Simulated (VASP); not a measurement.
# TePb in VASP: a series of runs

TePb is run at these levels: BLYP, r2SCAN, PBEsol; tasks: single point.

Program: VASP 6.6.1. These are calculated values, not measurements. Logs are shortened: lines on timing, memory, paths and dates and some standing lists are left out, and cuts for length are marked.

**1. The cell of the first run**

It takes space group Fm-3m (No. 225, cubic). The conventional cell has a = 6.736 Å, b = 6.736 Å, c = 6.736 Å, α = 90.00°, β = 90.00°, γ = 90.00°. Within 4.4 Å of Pb (site symmetry m-3m) lie 6 Te at 3.37 Å. Within 4.4 Å of Te (site symmetry m-3m) lie 6 Pb at 3.37 Å.

**2. Single point, BLYP**

Input file INCAR:

```
SYSTEM = TePb
PREC = Accurate
ENCUT = 520
EDIFF = 1E-6
ISMEAR = -1
SIGMA = 0.05
LREAL = .FALSE.
LASPH = .TRUE.
NELM = 80
ALGO = Normal
ISIF = 2
LWAVE = .FALSE.
LCHARG = .FALSE.
GGA = B5
ALDAX = 1.0
AGGAX = 1.0
AGGAC = 1.0
ALDAC = 0.0
NBANDS = 17
```

Input file KPOINTS:

```
Automatic mesh
0
G
  7 7 7
  0 0 0
```

Input file POSCAR:

```
TePb
1.0
    0.0000000000      3.3681850187      3.3681850187
    3.3681850187      0.0000000000      3.3681850187
    3.3681850187      3.3681850187      0.0000000000
Pb Te
1 1
Direct
    0.0000000000      0.0000000000      0.0000000000
    0.5000000000      0.5000000000      0.5000000000
```

Potentials or basis: VASP PAW PBE potentials, release 64 (Pb_d, Te).

Command:

```sh
$ cat potpaw_PBE.64/Pb_d/POTCAR potpaw_PBE.64/Te/POTCAR > POTCAR
$ mpirun -np 1 vasp_std > vasp.out
```

OUTCAR:

```text
SYSTEM = TePb
   PREC = Accurate
   ENCUT = 520
   EDIFF = 1E-6
   ISMEAR = -1
   LREAL = .FALSE.
   LASPH = .TRUE.
   NELM = 80
   ISIF = 2
   GGA = B5

 ion  position               nearest neighbor table
   1  0.000  0.000  0.000-   2 3.37   2 3.37   2 3.37   2 3.37   2 3.37   2 3.37
   2  0.500  0.500  0.500-   1 3.37   1 3.37   1 3.37   1 3.37   1 3.37   1 3.37

  LATTYP: Found a face centered cubic cell.
 ALAT       =     6.7363700374

  Lattice vectors:

 A1 = (   0.0000000000,   3.3681850187,   3.3681850187)
 A2 = (   3.3681850187,   0.0000000000,   3.3681850187)
 A3 = (   3.3681850187,   3.3681850187,   0.0000000000)

Analysis of symmetry for initial positions (statically):
=====================================================================
 Subroutine PRICEL returns:
 Original cell was already a primitive cell.

 Routine SETGRP: Setting up the symmetry group for a
 face centered cubic supercell.

 Subroutine GETGRP returns: Found 48 space group operations
 (whereof 48 operations were pure point group operations)
 out of a pool of 48 trial point group operations.

The static configuration has the point symmetry O_h .

Analysis of symmetry for dynamics (positions and initial velocities):
=====================================================================
 Subroutine PRICEL returns:
 Original cell was already a primitive cell.

 Routine SETGRP: Setting up the symmetry group for a
 face centered cubic supercell.

 Subroutine GETGRP returns: Found 48 space group operations
 (whereof 48 operations were pure point group operations)
 out of a pool of 48 trial point group operations.

The dynamic configuration has the point symmetry O_h .

 Subroutine INISYM returns: Found 48 space group operations
 (whereof 48 operations are pure point group operations),
 and found     1 'primitive' translations

----------------------------------------------------------------------------------------

                                     Primitive cell

  volume of cell :      76.4219

  direct lattice vectors                    reciprocal lattice vectors
     0.000000000  3.368185019  3.368185019    -0.148447902  0.148447902  0.148447902
     3.368185019  0.000000000  3.368185019     0.148447902 -0.148447902  0.148447902
     3.368185019  3.368185019  0.000000000     0.148447902  0.148447902 -0.148447902

  length of vectors
     4.763332934  4.763332934  4.763332934     0.257119309  0.257119309  0.257119309

[... 72 lines left out ...]
   LASPH  =      T    aspherical Exc in radial PAW
   ENCUT  =  520.0 eV  38.22 Ry    6.18 a.u.   8.86  8.86  8.86*2*pi/ulx,y,z
   NELM   =     80;   NELMIN=  2; NELMDL= -5     # of ELM steps
   EDIFF  = 0.1E-05   stopping-criterion for ELM
   LREAL  =      F    real-space projection
   EDIFFG = 0.1E-04   stopping-criterion for IOM
   NSW    =      0    number of steps for IOM
   IBRION =     -1    ionic relax: 0-MD 1-quasi-New 2-CG
   NFREE  =      0    steps in history (QN), initial steepest desc. (CG)
   ISIF   =      2    stress and relaxation
   ISYM   =      2    0-nonsym 1-usesym 2-fastsym
   POTIM  = 0.5000    time-step for ionic-motion
   TEBEG  =    0.0;   TEEND  =   0.0 temperature during run
   PSTRESS=    0.0 pullay stress
   NELECT =      20.0000    total number of electrons
   NUPDOWN=      -1.0000    fix difference up-down
   EMIN   =  10.00;   EMAX   =-10.00  energy-range for DOS
   EFERMI =   0.00;   METHOD = LEGACY
   ISMEAR =    -1;   SIGMA  =   0.05  broadening in eV -4-tet -1-fermi 0-gaus
   EFERMI_NEDOS =   21; number of points for ismear=-14 and -15
   IALGO  =     38    algorithm
   IMIX   =      4    mixing-type and parameters
     AMIX     =   0.40;   BMIX     =  1.00
     AMIX_MAG =   1.60;   BMIX_MAG =  1.00
  volume/ion in A,a.u.               =      38.21       257.86
  Fermi-wavevector in a.u.,A,eV,Ry     =   1.047158  1.978842 14.919331  1.096540
  Thomas-Fermi vector in A             =   2.182026
   LORBIT       =      0    0 simple, 1 ext, 2 COOP (PROOUT), +10 PAW based schemes
   GGA     = B5    functional components
   LHFCALC =     F    Hartree Fock is set to
   AEXX    =    0.0000 exact exchange contribution
   IVDW    =     0    specifies the selected vdW correction
   LEPSILON=     F    determine dielectric tensor
   LRPA    =     F    only Hartree local field effects (RPA)
 non-spin polarized calculation
  energy-cutoff  :      520.00
  volume of cell :       76.42
 maximum number of plane-waves:      2085
   NGX = 17   NGY = 17   NGZ = 17

 number of electron      20.0000001 magnetization

 Free energy of the ion-electron system (eV)
  ---------------------------------------------------
  ext. energy  EPLUGINS =         0.00000000
  ---------------------------------------------------
  free energy    TOTEN  =        -6.39351735 eV

  energy without entropy =       -6.39351674  energy(sigma->0) =       -6.39351704

 E-fermi :   5.1156     XC(G=0):  -8.1743

 val. band max:        4.4918833581   @ k =   0.4286   0.0000   0.0000
 cond. band min:       5.6942617984   @ k =   0.4286   0.0000   0.0000
 fundamental gap:      1.2023784403
 Fermi energy:         5.1156373240

 k-point     1 :       0.0000    0.0000    0.0000
  band No.  band energies     occupation
      1     -12.0197      2.00000
      2     -12.0197      2.00000
      3     -12.0142      2.00000
      4     -12.0142      2.00000
      5     -12.0142      2.00000
      6      -6.5345      2.00000
[... 377 lines left out ...]
      4     -12.0073      2.00000
      5     -12.0001      2.00000
      6      -5.1666      2.00000
[... 9 lines left out ...]
     16      14.9706      0.00000
     17      15.1248      0.00000

------------------------ aborting loop because EDIFF is reached ----------------------------------------

  FORCE on cell =-STRESS in cart. coord.  units (eV):
  Direction    XX          YY          ZZ          XY          YZ          ZX
  --------------------------------------------------------------------------------------
  -------------------------------------------------------------------------------------
  Total        0.0341336      0.0341336      0.0341336      0.0000000      0.0000000      0.0000000
  in kB        0.7156069      0.7156069      0.7156069      0.0000000      0.0000000      0.0000000
  external PRESSURE =       0.7156069 kB  Pullay stress =       0.0000000 kB

 VOLUME and BASIS-vectors are now :
 -----------------------------------------------------------------------------
  energy-cutoff  :      520.00
  volume of cell :       76.42
      direct lattice vectors                 reciprocal lattice vectors
     0.000000000  3.368185019  3.368185019    -0.148447902  0.148447902  0.148447902
     3.368185019  0.000000000  3.368185019     0.148447902 -0.148447902  0.148447902
     3.368185019  3.368185019  0.000000000     0.148447902  0.148447902 -0.148447902

 POSITION                                       TOTAL-FORCE (eV/Angst)
 -----------------------------------------------------------------------------------
      0.00000      0.00000      0.00000         0.000000      0.000000      0.000000
      3.36819      3.36819      3.36819         0.000000      0.000000     -0.000000
 -----------------------------------------------------------------------------------
    total drift:                               -0.000000      0.000000      0.000000

  FREE ENERGIE OF THE ION-ELECTRON SYSTEM (eV)
  ---------------------------------------------------
  free  energy   TOTEN  =        -6.3935173458 eV

  energy  without entropy=       -6.3935167426  energy(sigma->0) =       -6.39351704
```

Wall time 56 s (1 thread of Intel Xeon 8259CL, shared host); peak memory 0.21 GiB.

Results:

| Quantity | Value |
| --- | --- |
| Free energy | -6.3935 eV |
| Pressure | 0.1 GPa |

Caveat: this odd mesh misses L, so gap, dielectric constants and Born charges aren't listed; the PAW data sets were made with another functional, which shifts forces and pressure a little; spin-orbit coupling is left out, which moves the levels of the heavy elements.

**3. Single point, r2SCAN**

This run uses another cell than the first one, of 34.90 Å³/atom.

Input file POSCAR:

```
TePb
1.0
    0.0000000000      3.2679141654      3.2679141654
    3.2679141654      0.0000000000      3.2679141654
    3.2679141654      3.2679141654      0.0000000000
Pb Te
1 1
Direct
    0.0000000000      0.0000000000      0.0000000000
    0.5000000000      0.5000000000      0.5000000000
```

Input file INCAR.step1:

```
PREC = Accurate
ENCUT = 520
ISMEAR = -1
SIGMA = 0.05
LREAL = False
LASPH = True
NELM = 60
NBANDS = 17
GGA = PE
ALGO = Normal
EDIFF = 1E-4
LWAVE = True
LCHARG = False
```

Input file INCAR.step2:

```
PREC = Accurate
ENCUT = 520
EDIFF = 1E-6
ISMEAR = -1
SIGMA = 0.05
LREAL = False
LASPH = True
NELM = 60
ALGO = Normal
ISIF = 2
LWAVE = False
LCHARG = False
METAGGA = R2SCAN
LMIXTAU = True
NBANDS = 17
ISTART = 1
```

Input file KPOINTS:

```
regular mesh
0
Gamma
  7 7 7
```

Potentials or basis: VASP PAW PBE potentials, release 64 (Pb_d, Te).

Command:

```sh
$ cat potpaw_PBE.64/Pb_d/POTCAR potpaw_PBE.64/Te/POTCAR > POTCAR
$ cp INCAR.step1 INCAR
$ mpirun -np 1 vasp_std > vasp.out
$ cp INCAR.step2 INCAR
$ mpirun -np 1 vasp_std > vasp.out
```

OUTCAR:

```text
PREC = Accurate
   ENCUT = 520
   EDIFF = 1E-6
   ISMEAR = -1
   LREAL = False
   LASPH = True
   NELM = 60
   ISIF = 2
   METAGGA = R2SCAN
   ISTART = 1

 ion  position               nearest neighbor table
   1  0.000  0.000  0.000-   2 3.27   2 3.27   2 3.27   2 3.27   2 3.27   2 3.27
   2  0.500  0.500  0.500-   1 3.27   1 3.27   1 3.27   1 3.27   1 3.27   1 3.27

  LATTYP: Found a face centered cubic cell.
 ALAT       =     6.5358283308

  Lattice vectors:
[... 578 lines left out ...]
     17      16.3546      0.00000

------------------------ aborting loop because EDIFF is reached ----------------------------------------

  FORCE on cell =-STRESS in cart. coord.  units (eV):
  Direction    XX          YY          ZZ          XY          YZ          ZX
  --------------------------------------------------------------------------------------
  -------------------------------------------------------------------------------------
  Total       -0.0164278     -0.0164278     -0.0164278     -0.0000000      0.0000000      0.0000000
  in kB       -0.3770922     -0.3770922     -0.3770922     -0.0000000      0.0000000      0.0000000
  external PRESSURE =      -0.3770922 kB  Pullay stress =       0.0000000 kB

 VOLUME and BASIS-vectors are now :
 -----------------------------------------------------------------------------
  energy-cutoff  :      520.00
  volume of cell :       69.80
      direct lattice vectors                 reciprocal lattice vectors
     0.000000000  3.267914165  3.267914165    -0.153002795  0.153002795  0.153002795
     3.267914165  0.000000000  3.267914165     0.153002795 -0.153002795  0.153002795
     3.267914165  3.267914165  0.000000000     0.153002795  0.153002795 -0.153002795

 POSITION                                       TOTAL-FORCE (eV/Angst)
 -----------------------------------------------------------------------------------
      0.00000      0.00000      0.00000        -0.000000      0.000000     -0.000000
      3.26791      3.26791      3.26791         0.000000      0.000000      0.000000
 -----------------------------------------------------------------------------------
    total drift:                               -0.000000      0.000000      0.000000

  FREE ENERGIE OF THE ION-ELECTRON SYSTEM (eV)
  ---------------------------------------------------
  free  energy   TOTEN  =       -82.7067254546 eV

  energy  without entropy=      -82.7067253191  energy(sigma->0) =      -82.70672539
```

OSZICAR.step1:

```text
N       E                     dE             d eps       ncg     rms          rms(c)
DAV:   1     0.153861361968E+03    0.15386E+03   -0.89896E+03   680   0.112E+03
DAV:   2     0.305648514024E+01   -0.15080E+03   -0.14660E+03   723   0.291E+02
DAV:   3    -0.735621850058E+01   -0.10413E+02   -0.10350E+02   897   0.848E+01
DAV:   4    -0.764676171101E+01   -0.29054E+00   -0.29041E+00   852   0.160E+01
DAV:   5    -0.765840200709E+01   -0.11640E-01   -0.11640E-01   989   0.290E+00    0.310E+00
DAV:   6    -0.752339973226E+01    0.13500E+00   -0.30246E-01   973   0.371E+00    0.190E+00
DAV:   7    -0.751997984656E+01    0.34199E-02   -0.87256E-02   815   0.138E+00    0.905E-01
DAV:   8    -0.752219566490E+01   -0.22158E-02   -0.10378E-02   841   0.102E+00    0.152E-01
DAV:   9    -0.752199742463E+01    0.19824E-03   -0.16251E-03   969   0.407E-01    0.684E-02
DAV:  10    -0.752203828588E+01   -0.40861E-04   -0.18403E-04   711   0.100E-01
   1 F= -.75220383E+01 E0= -.75220374E+01  d E =-.174257E-05
```

Wall time 2.5 min (1 thread of Intel Xeon 8259CL, shared host); peak memory 0.22 GiB.

Results:

* Free energy: -82.7067 eV
* Pressure: 0.0 GPa

Levels at points of the mesh, in eV from the Fermi level:
| k point | band 8 | band 9 | band 10 | band 11 | band 12 | band 13 |
| --- | --- | --- | --- | --- | --- | --- |
| (0.00, 0.00, 0.00) | -1.94 | -1.94 | -1.94 | 3.73 | 3.73 | 3.73 |

Caveat: this odd mesh misses L, so gap, dielectric constants and Born charges aren't listed; the PAW data sets were made with another functional, which shifts forces and pressure a little; spin-orbit coupling is left out, which moves the levels of the heavy elements.

(Part 1 of 3 ends here.)
